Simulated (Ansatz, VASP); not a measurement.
## Two plane-wave programs on Na

The input INCAR:

```
PREC = Accurate
ENCUT = 520
EDIFF = 1E-6
ISMEAR = 0
SIGMA = 0.1
LREAL = False
LASPH = True
NELM = 60
ALGO = Fast
ISIF = 2
LWAVE = False
LCHARG = True
GGA = PE
LELF = True
LVHAR = True
NBANDS = 10
```

File KPOINTS:

```
Automatic mesh
0
Gamma
  6 6 6
```

File POSCAR:

```
Na
1.0
   -2.4713732143      2.4713732143      2.2842817985
    2.4713732143     -2.4713732143      2.2842817985
    2.4713732143      2.4713732143     -2.2842817985
Na
1
Direct
    0.0000000000      0.0000000000      0.0000000000
```

Input for Ansatz:

```yaml
crystal:
  lattice:
    - [-2.4713732143, 2.4713732143, 2.2842817985]
    - [2.4713732143, -2.4713732143, 2.2842817985]
    - [2.4713732143, 2.4713732143, -2.2842817985]
  atoms:
    - { symbol: Na, position: [0.0, 0.0, 0.0] }
basis:
  ecutwfc: 420
kpoints:
  mp_grid: { grid: [6, 6, 6] }
hamiltonian:
  xc: pbe
scf:
  occupations: { method: gaussian, width: 0.1 }
output:
  forces: true
  stress: true
  eigenvalues: true
```

Alike in both runs: task single point; functional PBE; k mesh 6 × 6 × 6; occupations gaussian, width 0.1 eV; no spin polarisation.

|  | VASP | Ansatz |
| --- | --- | --- |
| version | VASP 6.6.1 | Ansatz 0.2.0 |
| potentials or method | VASP PAW PBE potentials, release 64 (Na_pv), cutoff 520 eV | scalar-relativistic, plane waves, PAW |
| valence electrons in the cell | 7 | 9 |

```csv
,VASP,Ansatz,Ansatz less VASP
gap on the k mesh at the Fermi level (eV),none,none,-
pressure (GPa),-1.5,-1.5,0.00
"traceless stress, the component that is largest in VASP (GPa)",-0.20,-0.20,-0.001
```

A gap of «none» marks a metal or a gap that the smearing closes. The functional is the same, so the differences come from potentials, cutoffs and numerics. VASP's potentials hold 7 valence electrons a cell and Ansatz's 9, so a difference there can come from the potentials and not from the codes.
